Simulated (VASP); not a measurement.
Write the native input for VASP 6.6.1 that does the following.

- Task: relaxation of cell and atoms
- Functional: PBE
- Potentials or basis: VASP PAW PBE potentials, release 64 (F)
- Cutoff: 600 eV
- k mesh: 19 × 19 × 19
- Occupations: fermi-dirac, width 0.08 eV
- Spin: no spin polarisation
- Target pressure: 23 GPa
- Dipole correction: no
- Further INCAR settings: ALGO = Normal; EDIFF = 1e-07; IBRION = 2; EDIFFG = -0.005; NSW = 60; ISIF = 3

The structure of F lies in POSCAR:

```
F
1.0
    0.0000000000      1.5878670270      1.5878670270
    1.5878670270      0.0000000000      1.5878670270
    1.5878670270      1.5878670270      0.0000000000
F
1
Direct
    0.0000000000      0.0000000000      0.0000000000
```

The input as run:

INCAR

```
PREC     = Accurate       # precision mode
ENCUT    = 600            # plane-wave cutoff, eV
EDIFF    = 1E-7           # SCF threshold, eV
ISMEAR   = -1             # smearing method
SIGMA    = 0.08           # smearing width, eV
LREAL    = False          # projectors in reciprocal space
LASPH    = True           # aspherical terms in the spheres
NELM     = 100            # most SCF steps
ALGO     = Normal         # electronic algorithm
ISIF     = 3              # what is computed and relaxed
LWAVE    = False          # write WAVECAR
LCHARG   = False          # write CHGCAR
GGA      = PE             # functional
IBRION   = 2              # ionic algorithm
NSW      = 60             # ionic steps
EDIFFG   = -0.005         # ionic threshold
PSTRESS  = 230.0
```

KPOINTS

```
Automatic mesh
0
Gamma
  19 19 19
```

Potentials or basis: VASP PAW PBE potentials, release 64 (F).

Launch:

```sh
$ cat potpaw_PBE.64/F/POTCAR > POTCAR
$ mpirun -np 1 vasp_std > vasp.out
```

It gave:

- Relaxed volume: 7.97 Å³/atom
- Relaxed cell: a = 2.242 Å, b = 2.242 Å, c = 2.242 Å, α = 60.00°, β = 60.00°, γ = 60.00°
- Space group after relaxing (to 0.05 Å): Fm-3m (No. 225)
- Energy change on relaxing (the enthalpy is what falls): +5.0 meV/atom
- Ionic steps: 2
- Pressure after relaxing: 23.1 GPa

Caveat: the cell is relaxed towards a set pressure, so the enthalpy falls and the energy may rise; an odd number of electrons without spin polarisation forces a metal; a magnetic or distorted state may lie lower.

It took 12 s on 1 thread of AMD EPYC 9R45 96-Core Processor (Zen 5), with other jobs on the host, peak memory 0.09 GiB.
